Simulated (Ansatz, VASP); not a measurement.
# NiO: VASP beside Ansatz

The input INCAR:

```
  PREC = Accurate
  ENCUT = 520
  EDIFF = 1E-7
  ISMEAR = -1
  SIGMA = 0.05
  LREAL = False
  LASPH = True
  NELM = 150
  ALGO = Normal
  ISIF = 2
  LWAVE = False
  LCHARG = True
  ISPIN = 2
  MAGMOM = 1 0
  LORBIT = 11
  LMAXMIX = 4
  GGA = PE
  LELF = True
  LVHAR = True
  NBANDS = 19
```

Contents of KPOINTS:

```
Automatic mesh
0
Gamma
  4 4 4
```

Contents of POSCAR:

```
NiO
1.0
    0.0000000000      2.0859016414      2.0859016414
    2.0859016414      0.0000000000      2.0859016414
    2.0859016414      2.0859016414      0.0000000000
Ni O
1 1
Direct
    0.0000000000      0.0000000000      0.0000000000
    0.5000000000      0.5000000000      0.5000000000
```

File input.yaml:

```yaml
crystal:
  lattice:
    - [0.0, 2.0859016414, 2.0859016414]
    - [2.0859016414, 0.0, 2.0859016414]
    - [2.0859016414, 2.0859016414, 0.0]
  atoms:
    - { symbol: Ni, position: [0.0, 0.0, 0.0], spin: 1.0 }
    - { symbol: O, position: [0.5, 0.5, 0.5] }
hamiltonian:
  xc: pbe
  pseudopotentials: { kind: paw }
magnetization:
  spin_polarized: true
kpoints:
  mp_grid: { grid: [4, 4, 4] }
scf:
  occupations: { method: fermi_dirac, width: 0.05 }
output:
  forces: true
  stress: true
  eigenvalues: true
```

Alike in both runs: task single point; functional PBE; k mesh 4 × 4 × 4; occupations fermi-dirac, width 0.05 eV; collinear spin.

|  | VASP | Ansatz |
| --- | --- | --- |
| version | VASP 6.6.1 | Ansatz 0.2.0 |
| potentials or method | VASP PAW PBE potentials, release 64 (Ni, O) | Ansatz PAW |
| plane-wave cutoff (eV) | 520 | 420 |
| valence electrons in the cell | 16 | 24 |

```csv
,VASP,Ansatz,Ansatz less VASP
gap on the k mesh at the Fermi level (eV),none,none,-
pressure (GPa),2.0,2.0,-0.01
net moment per atom (μB),0.69,0.69,+0.001
size of the moment on the site where the two differ most (μB),1.16,1.14,-0.022
```

Site moments also hang on the region over which each program counts them. A gap of «none» marks a metal or a gap that the smearing closes. VASP's potentials hold 16 valence electrons a cell and Ansatz's 24, so a difference there can come from the potentials and not from the codes.

The k mesh is coarse, so the values compare programs but aren't converged.
